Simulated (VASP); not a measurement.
# Ti (Im-3m) in VASP: a series of runs

Ti is run at these levels: PBEsol; tasks: single point.

All numbers are computed with VASP 6.6.1; they aren't measurements. Logs are shortened: lines on timing, memory, paths and dates and some standing lists are left out, and cuts for length are marked.

## (1) The cell of the first run

The structure is cubic, space group Im-3m (No. 229). Conventional cell: a = 3.210 Å, b = 3.210 Å, c = 3.210 Å, α = 90.00°, β = 90.00°, γ = 90.00°. Within 3.7 Å of Ti (site symmetry m-3m) lie 14 Ti at 2.78 to 3.21 Å.

## (2) Single point, PBEsol

Input file INCAR:

```
  ALGO = Normal
  EDIFF = 1E-7
  ENCUT = 520
  GGA = PS
  ISIF = 2
  ISMEAR = 0
  LASPH = T
  LCHARG = F
  LREAL = F
  LWAVE = F
  NBANDS = 12
  NELM = 80
  PREC = Accurate
  SIGMA = 0.1
```

Input file KPOINTS:

```
k-points
0
Gamma
  18 18 18
```

Input file POSCAR:

```
Ti
1.0
   -1.6051145456      1.6051145456      1.6051145456
    1.6051145456     -1.6051145456      1.6051145456
    1.6051145456      1.6051145456     -1.6051145456
Ti
1
Direct
    0.0000000000      0.0000000000      0.0000000000
```

Potentials or basis: VASP PAW PBE potentials, release 64 (Ti_sv).

Launch:

```sh
$ cat potpaw_PBE.64/Ti_sv/POTCAR > POTCAR
$ mpirun -np 1 vasp_std > vasp.out
```

OUTCAR:

```text
EDIFF = 1E-7
   ENCUT = 520
   GGA = PS
   ISIF = 2
   ISMEAR = 0
   LASPH = T
   LREAL = F
   NELM = 80
   PREC = Accurate

 ion  position               nearest neighbor table
   1  0.000  0.000  0.000-

  LATTYP: Found a body centered cubic cell.
 ALAT       =     3.2102290912

  Lattice vectors:

 A1 = (  -1.6051145456,   1.6051145456,   1.6051145456)
 A2 = (   1.6051145456,  -1.6051145456,   1.6051145456)
 A3 = (   1.6051145456,   1.6051145456,  -1.6051145456)

Analysis of symmetry for initial positions (statically):
=====================================================================
 Subroutine PRICEL returns:
 Original cell was already a primitive cell.

 Routine SETGRP: Setting up the symmetry group for a
 body centered cubic supercell.

 Subroutine GETGRP returns: Found 48 space group operations
 (whereof 48 operations were pure point group operations)
 out of a pool of 48 trial point group operations.

The static configuration has the point symmetry O_h .

Analysis of symmetry for dynamics (positions and initial velocities):
=====================================================================
 Subroutine PRICEL returns:
 Original cell was already a primitive cell.

 Routine SETGRP: Setting up the symmetry group for a
 body centered cubic supercell.

 Subroutine GETGRP returns: Found 48 space group operations
 (whereof 48 operations were pure point group operations)
 out of a pool of 48 trial point group operations.

The dynamic configuration has the point symmetry O_h .

 Subroutine INISYM returns: Found 48 space group operations
 (whereof 48 operations are pure point group operations),
 and found     1 'primitive' translations

----------------------------------------------------------------------------------------

                                     Primitive cell

  volume of cell :      16.5416

  direct lattice vectors                    reciprocal lattice vectors
    -1.605114546  1.605114546  1.605114546     0.000000000  0.311504248  0.311504248
     1.605114546 -1.605114546  1.605114546     0.311504248  0.000000000  0.311504248
     1.605114546  1.605114546 -1.605114546     0.311504248  0.311504248  0.000000000

  length of vectors
     2.780139945  2.780139945  2.780139945     0.440533533  0.440533533  0.440533533

  position of ions in fractional coordinates (direct lattice)
     0.000000000  0.000000000  0.000000000

  ion indices of the primitive-cell ions
   primitive index   ion index
                 1           1

----------------------------------------------------------------------------------------

 KPOINTS: k-points

Automatic generation of k-mesh.
 Grid dimensions read from file:
 generate k-points for:   18   18   18

 Generating k-lattice:

  Cartesian coordinates                     Fractional coordinates (reciprocal lattice)
     0.000000000  0.017305792  0.017305792     0.055555556  0.000000000  0.000000000
     0.017305792  0.000000000  0.017305792     0.000000000  0.055555556  0.000000000
     0.017305792  0.017305792  0.000000000     0.000000000  0.000000000  0.055555556

  Length of vectors
     0.024474085  0.024474085  0.024474085

  Shift w.r.t. Gamma in fractional coordinates (k-lattice)
     0.000000000  0.000000000  0.000000000

 Subroutine IBZKPT returns following result:
 ===========================================

 Found    195 irreducible k-points:

 Following reciprocal coordinates:
            Coordinates               Weight
  0.000000  0.000000  0.000000      1.000000
  0.055556  0.000000  0.000000     12.000000
  0.111111  0.000000  0.000000     12.000000
  0.166667  0.000000  0.000000     12.000000
  0.222222  0.000000  0.000000     12.000000
  0.277778  0.000000  0.000000     12.000000
[... 16 lines left out ...]
  0.333333  0.111111  0.000000     48.000000
  0.388889  0.111111  0.000000     48.000000
 [... further k-points ...]
   k-points           NKPTS =    195   k-points in BZ     NKDIM =    195   number of bands    NBANDS=     12
   number of dos      NEDOS =    301   number of ions     NIONS =      1
   total plane-waves  NPLWV =  13824
   dimension x,y,z NGX =    24 NGY =   24 NGZ =   24
   dimension x,y,z NGXF=    48 NGYF=   48 NGZF=   48
   ions per type =               1
   NGX,Y,Z   is equivalent  to a cutoff of  14.35, 14.35, 14.35 a.u.
   NGXF,Y,Z  is equivalent  to a cutoff of  28.70, 28.70, 28.70 a.u.
 SYSTEM =  unknown system
   PREC   = accura    normal or accurate (medium, high low for compatibility)
   ISTART =      0    job   : 0-new  1-cont  2-samecut
   ICHARG =      2    charge: 1-file 2-atom 10-const
   ISPIN  =      1    spin polarized calculation?
   LNONCOLLINEAR =      F non collinear calculations
   LSORBIT =      F    spin-orbit coupling
   LASPH  =      T    aspherical Exc in radial PAW
   ENCUT  =  520.0 eV  38.22 Ry    6.18 a.u.   5.17  5.17  5.17*2*pi/ulx,y,z
   NELM   =     80;   NELMIN=  2; NELMDL= -5     # of ELM steps
   EDIFF  = 0.1E-06   stopping-criterion for ELM
   LREAL  =      F    real-space projection
   EDIFFG = 0.1E-05   stopping-criterion for IOM
   NSW    =      0    number of steps for IOM
   IBRION =     -1    ionic relax: 0-MD 1-quasi-New 2-CG
   NFREE  =      0    steps in history (QN), initial steepest desc. (CG)
   ISIF   =      2    stress and relaxation
   ISYM   =      2    0-nonsym 1-usesym 2-fastsym
   POTIM  = 0.5000    time-step for ionic-motion
   TEBEG  =    0.0;   TEEND  =   0.0 temperature during run
   PSTRESS=    0.0 pullay stress
   NELECT =      12.0000    total number of electrons
   NUPDOWN=      -1.0000    fix difference up-down
   EMIN   =  10.00;   EMAX   =-10.00  energy-range for DOS
   EFERMI =   0.00;   METHOD = LEGACY
   ISMEAR =     0;   SIGMA  =   0.10  broadening in eV -4-tet -1-fermi 0-gaus
   EFERMI_NEDOS =   21; number of points for ismear=-14 and -15
   IALGO  =     38    algorithm
   IMIX   =      4    mixing-type and parameters
     AMIX     =   0.40;   BMIX     =  1.00
     AMIX_MAG =   1.60;   BMIX_MAG =  1.00
  volume/ion in A,a.u.               =      16.54       111.63
  Fermi-wavevector in a.u.,A,eV,Ry     =   1.470988  2.779765 29.440376  2.163807
  Thomas-Fermi vector in A             =   2.586179
   LORBIT       =      0    0 simple, 1 ext, 2 COOP (PROOUT), +10 PAW based schemes
   GGA     = PS    functional components
   LHFCALC =     F    Hartree Fock is set to
   AEXX    =    0.0000 exact exchange contribution
   IVDW    =     0    specifies the selected vdW correction
   LEPSILON=     F    determine dielectric tensor
   LRPA    =     F    only Hartree local field effects (RPA)
 non-spin polarized calculation
 Gauss-broadening in eV      SIGMA  =   0.10
  energy-cutoff  :      520.00
  volume of cell :       16.54
 maximum number of plane-waves:       466
 NGX is ok and might be reduce to    24
   NGX = 11   NGY = 11   NGZ = 11

 number of electron      12.0000000 magnetization

 Free energy of the ion-electron system (eV)
  ---------------------------------------------------
  ext. energy  EPLUGINS =         0.00000000
  ---------------------------------------------------
  free energy    TOTEN  =        -8.24095705 eV

  energy without entropy =       -8.22994291  energy(sigma->0) =       -8.23544998

 E-fermi :   8.4683     XC(G=0): -11.8666

 val. band max:        8.4591556113   @ k =   0.3333   0.2222  -0.0000
 cond. band min:       8.4713789853   @ k =  -0.4444   0.5000   0.1111
 fundamental gap:      0.0122233740
 Fermi energy:         8.4683392080

 k-point     1 :       0.0000    0.0000    0.0000
  band No.  band energies     occupation
      1     -47.7341      2.00000
      2     -23.6222      2.00000
      3     -23.6222      2.00000
      4     -23.6222      2.00000
      5       2.4156      2.00000
      6       9.4958      0.00000
      7       9.4958      0.00000
      8       9.4958      0.00000
      9      11.3777      0.00000
     10      11.3777      0.00000
     11      26.2390      0.00000
     12      26.2390      0.00000

 k-point     2 :       0.0556    0.0000    0.0000
  band No.  band energies     occupation
      1     -47.7292      2.00000
      2     -23.6474      2.00000
      3     -23.6299      2.00000
      4     -23.6224      2.00000
      5       2.5268      2.00000
      6       9.4434      0.00000
      7       9.4819      0.00000
      8       9.5783      0.00000
      9      11.3147      0.00000
     10      11.3806      0.00000
     11      26.1024      0.00000
     12      26.2383      0.00000

 k-point     3 :       0.1111    0.0000    0.0000
  band No.  band energies     occupation
      1     -47.7152      2.00000
      2     -23.7196      2.00000
      3     -23.6519      2.00000
      4     -23.6229      2.00000
      5       2.8518      2.00000
      6       9.2958      0.00000
      7       9.4212      0.00000
      8       9.8212      0.00000
      9      11.1712      0.00000
     10      11.3916      0.00000
     11      25.6468      0.00000
     12      26.1484      0.00000

 k-point     4 :       0.1667    0.0000    0.0000
  band No.  band energies     occupation
      1     -47.6937      2.00000
      2     -23.8289      2.00000
      3     -23.6854      2.00000
      4     -23.6237      2.00000
      5       3.3644      2.00000
      6       9.0789      0.00000
      7       9.2739      0.00000
      8      10.2102      0.00000
      9      11.0533      0.00000
     10      11.4159      0.00000
     11      24.7926      0.00000
     12      25.7747      0.00000

 k-point     5 :       0.2222    0.0000    0.0000
  band No.  band energies     occupation
      1     -47.6672      2.00000
      2     -23.9611      2.00000
      3     -23.7262      2.00000
      4     -23.6247      2.00000
      5       4.0141      2.00000
      6       8.8260      0.00000
      7       9.0489      0.00000
      8      10.7199      0.00000
      9      11.0384      0.00000
     10      11.4585      0.00000
     11      23.5547      0.00000
     12      25.0739      0.00000

 k-point     6 :       0.2778    0.0000    0.0000
  band No.  band energies     occupation
      1     -47.6388      2.00000
      2     -24.0995      2.00000
      3     -23.7694      2.00000
      4     -23.6258      2.00000
      5       4.7132      2.00000
      6       8.5711      0.14597
      7       8.8530      0.00000
      8      11.1160      0.00000
      9      11.3109      0.00000
     10      11.5205      0.00000
     11      22.0800      0.00000
     12      24.2279      0.00000

 k-point     7 :       0.3333    0.0000    0.0000
  band No.  band energies     occupation
      1     -47.6121      2.00000
      2     -24.2275      2.00000
      3     -23.8097      2.00000
      4     -23.6269      2.00000
      5       5.3224      2.00000
      6       8.3434      1.92270
      7       8.8461      0.00000
      8      11.2313      0.00000
      9      11.5958      0.00000
     10      11.9255      0.00000
     11      20.5596      0.00000
     12      23.4229      0.00000

 k-point     8 :       0.3889    0.0000    0.0000
  band No.  band energies     occupation
      1     -47.5901      2.00000
      2     -24.3305      2.00000
      3     -23.8423      2.00000
      4     -23.6277      2.00000
      5       5.7020      2.00000
      6       8.1654      1.99998
      7       9.1283      0.00000
      8      11.3295      0.00000
      9      11.6707      0.00000
     10      12.4831      0.00000
     11      19.1852      0.00000
     12      22.7764      0.00000
[... 166 lines left out ...]
 k-point    20 :       0.1667    0.1111    0.0000
  band No.  band energies     occupation
      1     -47.6568      2.00000
      2     -23.9995      2.00000
      3     -23.7275      2.00000
      4     -23.6530      2.00000
      5       4.2939      2.00000
      6       8.7883      0.00001
      7       8.8539      0.00000
      8      10.8842      0.00000
      9      11.0205      0.00000
     10      11.5882      0.00000
     11      23.5738      0.00000
     12      24.4135      0.00000

 k-point    21 :       0.2222    0.1111    0.0000
  band No.  band energies     occupation
      1     -47.6301      2.00000
      2     -24.1176      2.00000
      3     -23.7773      2.00000
      4     -23.6566      2.00000
      5       4.9848      2.00000
      6       8.5200      0.46465
      7       8.6698      0.00439
      8      10.9511      0.00000
      9      11.6015      0.00000
     10      11.6982      0.00000
     11      22.1602      0.00000
     12      23.6235      0.00000

 k-point    22 :       0.2778    0.1111    0.0000
  band No.  band energies     occupation
      1     -47.6050      2.00000
      2     -24.2260      2.00000
      3     -23.8259      2.00000
      4     -23.6591      2.00000
      5       5.5990      2.00000
      6       8.3087      1.97606
      7       8.6074      0.04924
      8      11.0847      0.00000
      9      11.7233      0.00000
     10      12.2926      0.00000
     11      20.6289      0.00000
     12      22.9288      0.00000

 k-point    23 :       0.3333    0.1111    0.0000
  band No.  band energies     occupation
      1     -47.5843      2.00000
      2     -24.3128      2.00000
      3     -23.8661      2.00000
      4     -23.6608      2.00000
      5       5.9847      2.00000
      6       8.1606      1.99999
      7       8.7821      0.00001
      8      11.2229      0.00000
      9      11.7958      0.00000
     10      12.9023      0.00000
     11      19.2149      0.00000
     12      22.3663      0.00000

 k-point    24 :       0.3889    0.1111    0.0000
  band No.  band energies     occupation
      1     -47.5708      2.00000
      2     -24.3689      2.00000
      3     -23.8924      2.00000
      4     -23.6619      2.00000
      5       6.1333      2.00000
      6       8.0679      2.00000
      7       9.0961      0.00000
      8      11.2979      0.00000
      9      11.8863      0.00000
     10      13.3748      0.00000
     11      18.1498      0.00000
     12      21.9958      0.00000

 [... further k-points ...]
[... 5 lines left out ...]
  --------------------------------------------------------------------------------------
  -------------------------------------------------------------------------------------
  Total       -0.0294081     -0.0294081     -0.0294081     -0.0000000     -0.0000000      0.0000000
  in kB       -2.8483945     -2.8483945     -2.8483945     -0.0000000     -0.0000000      0.0000000
  external PRESSURE =      -2.8483945 kB  Pullay stress =       0.0000000 kB

 VOLUME and BASIS-vectors are now :
 -----------------------------------------------------------------------------
  energy-cutoff  :      520.00
  volume of cell :       16.54
      direct lattice vectors                 reciprocal lattice vectors
    -1.605114546  1.605114546  1.605114546     0.000000000  0.311504248  0.311504248
     1.605114546 -1.605114546  1.605114546     0.311504248  0.000000000  0.311504248
     1.605114546  1.605114546 -1.605114546     0.311504248  0.311504248  0.000000000

 POSITION                                       TOTAL-FORCE (eV/Angst)
 -----------------------------------------------------------------------------------
      0.00000      0.00000      0.00000         0.000000      0.000000      0.000000
 -----------------------------------------------------------------------------------
    total drift:                                0.000000      0.000000      0.000000

  FREE ENERGIE OF THE ION-ELECTRON SYSTEM (eV)
  ---------------------------------------------------
  free  energy   TOTEN  =        -8.2409570484 eV

  energy  without entropy=       -8.2299429068  energy(sigma->0) =       -8.23544998
```

Wall time 49 s (1 thread of Intel Xeon 8259CL, shared host); peak memory 0.17 GiB.

What came out:

```yaml
Free_energy: -8.2410 eV
Pressure: -0.3 GPa
Band_gap_on_the_k_mesh: zero (band 6 reaches 9.50 eV, above the bottom of band 7 at 7.88 eV)
```

Levels at points of the mesh, in eV from the Fermi level:
```
           k point  band 4  band 5  band 6  band 7  band 8  band 9
(0.00, 0.00, 0.00)  -32.09   -6.05    1.03    1.03    1.03    2.91
(0.50, 0.00, 0.00)  -32.10   -2.58   -0.45    1.31    2.90    3.28
(0.50, 0.50, 0.50)  -32.63   -2.27   -2.27    4.18    4.18    4.18
```

Caveat: the PAW data sets were made with another functional, which shifts forces and pressure a little.

(Continued in part 2 of 2.)
